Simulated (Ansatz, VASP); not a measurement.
Given: the input of a run of Ansatz 0.2.0 on TiSi2.

input.yaml

```yaml
crystal:
  lattice:
    - [4.37464, 0.0, 0.0]
    - [-2.18732, 3.78855, 0.0]
    - [0.0, 0.0, 2.56101]
  atoms:
    - { symbol: Ti, position: [0.0, 0.0, 0.0] }
    - { symbol: Si, position: [0.33333, 0.66667, 0.5] }
    - { symbol: Si, position: [0.66667, 0.33333, 0.5] }
kpoints:
  mp_grid: { grid: [6, 6, 8] }
scf:
  occupations: { method: fermi_dirac, width: 0.05 }
hamiltonian:
  xc: pbe
  pseudopotentials: { kind: all_electron, lapw: { basis_error: 0.002 } }
output:
  forces: true
  stress: true
relax:
  f_tol: 0.02
  max_steps: 60
  cell: {}
```

Potentials or basis: all-electron LAPW, scalar-relativistic.

Command:

```console
$ ansatz run input.yaml --threads 2 --pin off --max-ram 6144MiB --backend cpu --events-out ev --progress --plain --runs-dir out
```

Problem. Set up the same calculation for VASP 6.6.1. Potentials there: VASP PAW PBE potentials, release 64 (Ti_sv, Si).

Solution. As run (the cutoff follows the program's own potentials):

Contents of INCAR:

```
SYSTEM = TiSi2
PREC = Accurate ; ENCUT = 600
EDIFF = 1E-6 ; ISMEAR = -1
SIGMA = 0.05 ; LREAL = .False.
LASPH = .True. ; NELM = 80
ALGO = Normal ; ISIF = 3
LWAVE = .False. ; LCHARG = .False.
GGA = PE ; IBRION = 2
NSW = 80 ; EDIFFG = -0.02
```

Contents of KPOINTS:

```
regular mesh
0
Gamma
  6 6 8
  0 0 0
```

File POSCAR:

```
TiSi2
1.0
    4.3746400000      0.0000000000      0.0000000000
   -2.1873200000      3.7885500000      0.0000000000
    0.0000000000      0.0000000000      2.5610100000
Ti Si
1 2
Direct
    0.0000000000      0.0000000000      0.0000000000
    0.3333300000      0.6666700000      0.5000000000
    0.6666700000      0.3333300000      0.5000000000
```

Potentials or basis: VASP PAW PBE potentials, release 64 (Ti_sv, Si).

Run with:

```bash
$ cat potpaw_PBE.64/Ti_sv/POTCAR potpaw_PBE.64/Si/POTCAR > POTCAR
$ mpirun -np 1 vasp_std > vasp.out
```

Both were run:

|  | VASP | Ansatz | Ansatz less VASP |
| --- | --- | --- | --- |
| relaxed volume (Å³/atom) | 14.07 | 14.07 | +0.004 |
| relaxed length of the cell vector where the two differ most in proportion (Å) | 4.358 | 4.359 | +0.0008 |

Ansatz ran all-electron here, and VASP with PAW potentials.

Noted on Ansatz's run: the k mesh is thin for a metal, which can move the energy by tens of meV per atom.
